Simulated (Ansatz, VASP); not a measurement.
## One calculation of BiTe, two programs

Contents of INCAR:

```
PREC = Accurate ; ENCUT = 520
EDIFF = 1E-6 ; ISMEAR = 0
SIGMA = 0.15 ; LREAL = F
LASPH = T ; NELM = 80
ALGO = Normal ; ISIF = 2
LWAVE = F ; LCHARG = F
GGA = PE ; NBANDS = 18
```

Contents of KPOINTS:

```
regular mesh
0
Gamma
  12 12 12
```

POSCAR

```
BiTe
1.0
    0.0000000000      3.2511939987      3.4787775786
    3.2511939987      0.0000000000      3.4787775786
    3.2511939987      3.2511939987      0.0000000000
Bi Te
1 1
Direct
    0.0203484414      0.0203484414     -0.0203484414
    0.4666737820      0.4666737820      0.5333262180
```

Input for Ansatz:

```yaml
crystal:
  lattice:
    - [0.0, 3.2511939987, 3.4787775786]
    - [3.2511939987, 0.0, 3.4787775786]
    - [3.2511939987, 3.2511939987, 0.0]
  atoms:
    - { symbol: Bi, position: [0.0203484414, 0.0203484414, -0.0203484414] }
    - { symbol: Te, position: [0.466673782, 0.466673782, 0.533326218] }
basis:
  ecutwfc: 420
kpoints:
  mp_grid: { grid: [12, 12, 12] }
hamiltonian:
  xc: pbe
scf:
  occupations: { method: gaussian, width: 0.15 }
output:
  forces: true
  stress: true
  eigenvalues: true
```

Change from the starting cell: mode 6 frozen in at -0.217 Å, normal strain along z +0.0700.

Alike in both runs: task single point; functional PBE; k mesh 12 × 12 × 12; occupations gaussian, width 0.15 eV; no spin polarisation.

|  | VASP | Ansatz |
| --- | --- | --- |
| version | VASP 6.6.1 | Ansatz 0.2.0 |
| potentials or method | VASP PAW PBE potentials, release 64 (Bi_d, Te), cutoff 520 eV | scalar-relativistic, plane waves, PAW |
| valence electrons in the cell | 21 | 31 |

```csv
,VASP,Ansatz,Ansatz less VASP
gap on the k mesh at the Fermi level (eV),none,none,-
pressure (GPa),-1.1,-1.0,+0.05
"traceless stress, the component that is largest in VASP (GPa)",-1.03,-1.05,-0.020
rms of the force components (eV/Å),0.213,0.211,-0.0014
```

Atom by atom the forces differ by 0.001 eV/Å (rms over components). A gap of «none» marks a metal or a gap that the smearing closes. The functional is the same, so the differences come from potentials, cutoffs and numerics. VASP's potentials hold 21 valence electrons a cell and Ansatz's 31, so a difference there can come from the potentials and not from the codes.

Spin-orbit coupling is off throughout.
